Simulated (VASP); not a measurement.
# SnPt3 (P4/mmm) in VASP: notebook

Runs on SnPt3. Level: LDA. Tasks: electric field gradients.

Program: VASP 6.6.1. These are calculated values, not measurements. Logs are shortened: lines on timing, memory, paths and dates and some standing lists are left out, and cuts for length are marked.

## Step 1: The cell of the first run

The structure is tetragonal, space group P4/mmm (No. 123). Conventional cell: a = 3.920 Å, b = 3.920 Å, c = 4.000 Å, α = 90.00°, β = 90.00°, γ = 90.00°. Within 3.7 Å of Sn (site symmetry 4/mmm) lie 12 Pt at 2.77 to 2.80 Å. Within 3.7 Å of Pt (site symmetry mmm) lie 8 Pt at 2.77 to 2.80 Å and 4 Sn at 2.80 Å. Within 3.7 Å of Pt (site symmetry 4/mmm) lie 4 Sn at 2.77 Å and 8 Pt at 2.80 Å.

## Step 2: Electric field gradients, LDA (equal xx and yy strain of -2 %)

Input file INCAR:

```
ALGO = Normal
EDIFF = 1E-8
ENCUT = 400
GGA = CA
GGA_COMPAT = F
ISIF = 2
ISMEAR = -1
LASPH = T
LCHARG = F
LEFG = T
LREAL = F
LWAVE = F
NBANDS = 30
NELM = 120
PREC = Accurate
SIGMA = 0.05
```

Input file KPOINTS:

```
k-points
0
Gamma
  8 8 8
```

Input file POSCAR:

```
SnPt3
1.0
    3.9200000000      0.0000000000      0.0000000000
    0.0000000000      3.9200000000      0.0000000000
    0.0000000000      0.0000000000      4.0000000000
Sn Pt
1 3
Direct
    0.0000000000      0.0000000000      0.0000000000
    0.0000000000      0.5000000000      0.5000000000
    0.5000000000      0.0000000000      0.5000000000
    0.5000000000      0.5000000000      0.0000000000
```

Potentials or basis: VASP PAW LDA potentials, release 64 (Sn_d, Pt).

The run is started by

```console
> cat potpaw_LDA.64/Sn_d/POTCAR potpaw_LDA.64/Pt/POTCAR > POTCAR
> mpirun -np 1 vasp_std > vasp.out
```

OUTCAR:

```text
EDIFF = 1E-8
   ENCUT = 400
   GGA = CA
   ISIF = 2
   ISMEAR = -1
   LASPH = T
   LREAL = F
   NELM = 120
   PREC = Accurate

 ion  position               nearest neighbor table
   1  0.000  0.000  0.000-   4 2.77   4 2.77   4 2.77   4 2.77   3 2.80   2 2.80   3 2.80   2 2.80
                             3 2.80   2 2.80   3 2.80   2 2.80
   2  0.000  0.500  0.500-   3 2.77   3 2.77   3 2.77   3 2.77   4 2.80   1 2.80   1 2.80   1 2.80
                             4 2.80   4 2.80   4 2.80   1 2.80
   3  0.500  0.000  0.500-   2 2.77   2 2.77   2 2.77   2 2.77   4 2.80   1 2.80   4 2.80   4 2.80
                             1 2.80   4 2.80   1 2.80   1 2.80
   4  0.500  0.500  0.000-   1 2.77   1 2.77   1 2.77   1 2.77   3 2.80   2 2.80   3 2.80   3 2.80
                             3 2.80   2 2.80   2 2.80   2 2.80

  LATTYP: Found a simple tetragonal cell.
 ALAT       =     3.9200000000
 C/A-ratio  =     1.0204081633

  Lattice vectors:

 A1 = (   3.9200000000,   0.0000000000,   0.0000000000)
 A2 = (   0.0000000000,   3.9200000000,   0.0000000000)
 A3 = (   0.0000000000,   0.0000000000,   4.0000000000)

Analysis of symmetry for initial positions (statically):
=====================================================================
 Subroutine PRICEL returns:
 Original cell was already a primitive cell.

 Routine SETGRP: Setting up the symmetry group for a
 simple tetragonal supercell.

 Subroutine GETGRP returns: Found 16 space group operations
 (whereof 16 operations were pure point group operations)
 out of a pool of 16 trial point group operations.

The static configuration has the point symmetry D_4h.

Analysis of symmetry for dynamics (positions and initial velocities):
=====================================================================
 Subroutine PRICEL returns:
 Original cell was already a primitive cell.

 Routine SETGRP: Setting up the symmetry group for a
 simple tetragonal supercell.

 Subroutine GETGRP returns: Found 16 space group operations
 (whereof 16 operations were pure point group operations)
 out of a pool of 16 trial point group operations.

The dynamic configuration has the point symmetry D_4h.

 Subroutine INISYM returns: Found 16 space group operations
 (whereof 16 operations are pure point group operations),
 and found     1 'primitive' translations

----------------------------------------------------------------------------------------

                                     Primitive cell

  volume of cell :      61.4656

  direct lattice vectors                    reciprocal lattice vectors
     3.920000000  0.000000000  0.000000000     0.255102041  0.000000000  0.000000000
     0.000000000  3.920000000  0.000000000     0.000000000  0.255102041  0.000000000
     0.000000000  0.000000000  4.000000000     0.000000000  0.000000000  0.250000000

  length of vectors
     3.920000000  3.920000000  4.000000000     0.255102041  0.255102041  0.250000000

  position of ions in fractional coordinates (direct lattice)
     0.000000000  0.000000000  0.000000000
     0.000000000  0.500000000  0.500000000
     0.500000000  0.000000000  0.500000000
     0.500000000  0.500000000  0.000000000

  ion indices of the primitive-cell ions
   primitive index   ion index
                 1           1
                 2           2
                 3           3
                 4           4

----------------------------------------------------------------------------------------

 KPOINTS: k-points

Automatic generation of k-mesh.
 Grid dimensions read from file:
 generate k-points for:    8    8    8

 Generating k-lattice:

  Cartesian coordinates                     Fractional coordinates (reciprocal lattice)
     0.031887755  0.000000000  0.000000000     0.125000000  0.000000000  0.000000000
     0.000000000  0.031887755  0.000000000     0.000000000  0.125000000  0.000000000
     0.000000000  0.000000000  0.031250000     0.000000000  0.000000000  0.125000000

  Length of vectors
     0.031887755  0.031887755  0.031250000

  Shift w.r.t. Gamma in fractional coordinates (k-lattice)
     0.000000000  0.000000000  0.000000000

 Subroutine IBZKPT returns following result:
 ===========================================

 Found     75 irreducible k-points:

 Following reciprocal coordinates:
            Coordinates               Weight
  0.000000  0.000000  0.000000      1.000000
  0.125000  0.000000  0.000000      4.000000
  0.250000  0.000000  0.000000      4.000000
  0.375000  0.000000  0.000000      4.000000
  0.500000  0.000000  0.000000      2.000000
  0.125000  0.125000  0.000000      4.000000
[... 16 lines left out ...]
  0.375000  0.125000  0.125000     16.000000
  0.500000  0.125000  0.125000      8.000000
 [... further k-points ...]
   k-points           NKPTS =     75   k-points in BZ     NKDIM =     75   number of bands    NBANDS=     30
   number of dos      NEDOS =    301   number of ions     NIONS =      4
   total plane-waves  NPLWV =  21952
   dimension x,y,z NGX =    28 NGY =   28 NGZ =   28
   dimension x,y,z NGXF=    56 NGYF=   56 NGZF=   56
   ions per type =               1   3
   NGX,Y,Z   is equivalent  to a cutoff of  11.87, 11.87, 11.64 a.u.
   NGXF,Y,Z  is equivalent  to a cutoff of  23.75, 23.75, 23.27 a.u.
 SYSTEM =  unknown system
   PREC   = accura    normal or accurate (medium, high low for compatibility)
   ISTART =      0    job   : 0-new  1-cont  2-samecut
   ICHARG =      2    charge: 1-file 2-atom 10-const
   ISPIN  =      1    spin polarized calculation?
   LNONCOLLINEAR =      F non collinear calculations
   LSORBIT =      F    spin-orbit coupling
   LASPH  =      T    aspherical Exc in radial PAW
   ENCUT  =  400.0 eV  29.40 Ry    5.42 a.u.   6.39  6.39  6.52*2*pi/ulx,y,z
   NELM   =    120;   NELMIN=  2; NELMDL= -5     # of ELM steps
   EDIFF  = 0.1E-07   stopping-criterion for ELM
   LREAL  =      F    real-space projection
   EDIFFG = 0.1E-06   stopping-criterion for IOM
   NSW    =      0    number of steps for IOM
   IBRION =     -1    ionic relax: 0-MD 1-quasi-New 2-CG
   NFREE  =      0    steps in history (QN), initial steepest desc. (CG)
   ISIF   =      2    stress and relaxation
   ISYM   =      2    0-nonsym 1-usesym 2-fastsym
   POTIM  = 0.5000    time-step for ionic-motion
   TEBEG  =    0.0;   TEEND  =   0.0 temperature during run
   PSTRESS=    0.0 pullay stress
   NELECT =      44.0000    total number of electrons
   NUPDOWN=      -1.0000    fix difference up-down
   EMIN   =  10.00;   EMAX   =-10.00  energy-range for DOS
   EFERMI =   0.00;   METHOD = LEGACY
   ISMEAR =    -1;   SIGMA  =   0.05  broadening in eV -4-tet -1-fermi 0-gaus
   EFERMI_NEDOS =   21; number of points for ismear=-14 and -15
   IALGO  =     38    algorithm
   IMIX   =      4    mixing-type and parameters
     AMIX     =   0.40;   BMIX     =  1.00
     AMIX_MAG =   1.60;   BMIX_MAG =  1.00
  volume/ion in A,a.u.               =      15.37       103.70
  Fermi-wavevector in a.u.,A,eV,Ry     =   1.464474  2.767455 29.180201  2.144684
  Thomas-Fermi vector in A             =   2.580446
   LORBIT       =      0    0 simple, 1 ext, 2 COOP (PROOUT), +10 PAW based schemes
   GGA     = CA    functional components
   LHFCALC =     F    Hartree Fock is set to
   AEXX    =    0.0000 exact exchange contribution
   IVDW    =     0    specifies the selected vdW correction
   LEPSILON=     F    determine dielectric tensor
   LRPA    =     F    only Hartree local field effects (RPA)
 non-spin polarized calculation
  energy-cutoff  :      400.00
  volume of cell :       61.47
 maximum number of plane-waves:      1144
 NGX is ok and might be reduce to    28
   NGX = 13   NGY = 13   NGZ = 13

 number of electron      44.0000007 magnetization

 Free energy of the ion-electron system (eV)
  ---------------------------------------------------
  ext. energy  EPLUGINS =         0.00000000
  ---------------------------------------------------
  free energy    TOTEN  =       -28.53893479 eV

  energy without entropy =      -28.52817273  energy(sigma->0) =      -28.53355376

 E-fermi :  12.5948     XC(G=0): -13.5612

 val. band max:       12.5796349440   @ k =   0.3750   0.3750   0.5000
 cond. band min:      12.5972109790   @ k =   0.3750   0.3750   0.5000
 fundamental gap:      0.0175760350
 Fermi energy:        12.5947921665

 k-point     1 :       0.0000    0.0000    0.0000
  band No.  band energies     occupation
      1      -9.4082      2.00000
      2      -9.4065      2.00000
      3      -9.3954      2.00000
      4      -9.3862      2.00000
      5      -9.3862      2.00000
      6       0.0808      2.00000
[... 22 lines left out ...]
     29      20.4679      0.00000
     30      20.4679      0.00000

 k-point     2 :       0.1250    0.0000    0.0000
  band No.  band energies     occupation
      1      -9.4040      2.00000
      2      -9.3994      2.00000
      3      -9.3922      2.00000
      4      -9.3857      2.00000
      5      -9.3837      2.00000
      6       0.2669      2.00000
[... 22 lines left out ...]
     29      20.6644      0.00000
     30      21.5204      0.00000

 k-point     3 :       0.2500    0.0000    0.0000
  band No.  band energies     occupation
      1      -9.3964      2.00000
      2      -9.3844      2.00000
      3      -9.3843      2.00000
      4      -9.3793      2.00000
      5      -9.3774      2.00000
      6       0.8096      2.00000
[... 22 lines left out ...]
     29      20.3778      0.00000
     30      21.0784      0.00000

 k-point     4 :       0.3750    0.0000    0.0000
  band No.  band energies     occupation
      1      -9.3890      2.00000
      2      -9.3829      2.00000
      3      -9.3765      2.00000
      4      -9.3712      2.00000
      5      -9.3592      2.00000
      6       1.6377      2.00000
[... 616 lines left out ...]
     29      20.5288      0.00000
     30      21.8854      0.00000

 k-point    23 :       0.3750    0.1250    0.1250
  band No.  band energies     occupation
      1      -9.3849      2.00000
      2      -9.3803      2.00000
      3      -9.3779      2.00000
      4      -9.3730      2.00000
      5      -9.3527      2.00000
      6       1.9118      2.00000
[... 22 lines left out ...]
     29      21.8522      0.00000
     30      22.2941      0.00000

 k-point    24 :       0.5000    0.1250    0.1250
  band No.  band energies     occupation
      1      -9.3795      2.00000
      2      -9.3791      2.00000
      3      -9.3776      2.00000
      4      -9.3734      2.00000
      5      -9.3451      2.00000
      6       2.4894      2.00000
[... 22 lines left out ...]
     29      21.5229      0.00000
     30      22.8666      0.00000

 [... further k-points ...]

------------------------ aborting loop because EDIFF is reached ----------------------------------------

  FORCE on cell =-STRESS in cart. coord.  units (eV):
  Direction    XX          YY          ZZ          XY          YZ          ZX
  --------------------------------------------------------------------------------------
  -------------------------------------------------------------------------------------
  Total        3.2704823      3.2704823      2.1400401      0.0000000      0.0000000      0.0000000
  in kB       85.2491889     85.2491889     55.7828076      0.0000000      0.0000000      0.0000000
  external PRESSURE =      75.4270618 kB  Pullay stress =       0.0000000 kB

 VOLUME and BASIS-vectors are now :
 -----------------------------------------------------------------------------
  energy-cutoff  :      400.00
  volume of cell :       61.47
      direct lattice vectors                 reciprocal lattice vectors
     3.920000000  0.000000000  0.000000000     0.255102041  0.000000000  0.000000000
     0.000000000  3.920000000  0.000000000     0.000000000  0.255102041  0.000000000
     0.000000000  0.000000000  4.000000000     0.000000000  0.000000000  0.250000000

 POSITION                                       TOTAL-FORCE (eV/Angst)
 -----------------------------------------------------------------------------------
      0.00000      0.00000      0.00000         0.000000      0.000000      0.000000
      0.00000      1.96000      2.00000         0.000000      0.000000      0.000000
      1.96000      0.00000      2.00000         0.000000      0.000000      0.000000
      1.96000      1.96000      0.00000         0.000000      0.000000      0.000000
 -----------------------------------------------------------------------------------
    total drift:                               -0.000000      0.000000      0.000000

  FREE ENERGIE OF THE ION-ELECTRON SYSTEM (eV)
  ---------------------------------------------------
  free  energy   TOTEN  =       -28.5389347930 eV

  energy  without entropy=      -28.5281727339  energy(sigma->0) =      -28.53355376

 Electric field gradients (V/A^2)
---------------------------------------------------------------------
 ion       V_xx      V_yy      V_zz      V_xy      V_xz      V_yz
---------------------------------------------------------------------
   1      -5.198    -5.198    10.396     0.000    -0.000    -0.000
   2    -159.271    68.144    91.127     0.000    -0.000    -0.000
   3      68.144  -159.271    91.127     0.000     0.000     0.000
   4      72.018    72.018  -144.035     0.000    -0.000     0.000
---------------------------------------------------------------------

 Electric field gradients after diagonalization (V/A^2)
 (convention: |V_zz| > |V_xx| > |V_yy|)
----------------------------------------------------------------------
 ion       V_xx      V_yy      V_zz     asymmetry (V_yy - V_xx)/ V_zz
----------------------------------------------------------------------
   1      -5.198    -5.198    10.396       0.000
   2      91.127    68.144  -159.271       0.144
   3      91.127    68.144  -159.271       0.144
   4      72.018    72.018  -144.035       0.000
----------------------------------------------------------------------

           NMR quadrupolar parameters

 Cq : quadrupolar parameter    Cq=e*Q*V_zz/h
 eta: asymmetry parameters     (V_yy - V_xx)/ V_zz
 Q  : nuclear electric quadrupole moment in mb (millibarn)
----------------------------------------------------------------------
 ion       Cq(MHz)       eta       Q (mb)
----------------------------------------------------------------------
   1       0.025       0.000       1.000
   2      -0.385       0.144       1.000
   3      -0.385       0.144       1.000
   4      -0.348       0.000       1.000
----------------------------------------------------------------------
```

It took 2.2 min on 1 thread of Intel Xeon 8259CL, shared host; peak memory 0.2 GiB.

What came out:

```
Free energy                             : -28.5389 eV
Pressure                                : 7.5 GPa
Band gap on the k mesh                  : zero (bands 22 and 23 overlap by 0.59 eV)
Largest electric field gradient by atom : Sn +10.4; Pt -159.3, -144.0 (each value once) V/Å²
```

Stress tensor (GPa, compression positive):
```
8.52 0.00 0.00
0.00 8.52 0.00
0.00 0.00 5.58
```

Levels at points of the mesh, in eV from the Fermi level:
| k point | band 20 | band 21 | band 22 | band 23 | band 24 | band 25 |
| --- | --- | --- | --- | --- | --- | --- |
| (0.00, 0.00, 0.00) | -1.19 | -0.41 | 0.10 | 0.10 | 0.30 | 3.22 |
| (0.50, 0.00, 0.00) | -2.51 | -1.24 | 0.11 | 1.87 | 3.97 | 4.21 |
| (0.50, 0.50, 0.00) | -2.15 | -1.98 | -1.60 | 1.09 | 1.09 | 5.11 |
| (0.00, 0.00, 0.50) | -2.56 | -1.08 | 0.30 | 2.09 | 3.91 | 3.91 |
| (0.50, 0.00, 0.50) | -2.27 | -2.09 | -1.67 | 0.93 | 0.94 | 5.32 |
| (0.50, 0.50, 0.50) | -2.13 | -0.91 | -0.38 | -0.29 | -0.29 | 1.08 |

Electric field gradients, principal values (V/Å²):
```csv
atom,least,middle,greatest (by size)
1 Sn,-5.198,-5.198,10.396
2 Pt,68.144,91.127,-159.271
3 Pt,68.144,91.127,-159.271
4 Pt,72.018,72.018,-144.035
```

Caveat: the cell differs from its parent crystal (equal xx and yy strain of -2 %); the cell stands under pressure; without QUAD_EFG the Cq values of the log hold for a quadrupole moment of 1 mb, not for the nuclei; spin-orbit coupling is left out, which moves the levels of the heavy elements.

[end of part 1 of 2]

The gap in the log of VASP goes by the Fermi energy; the results here count the filled bands.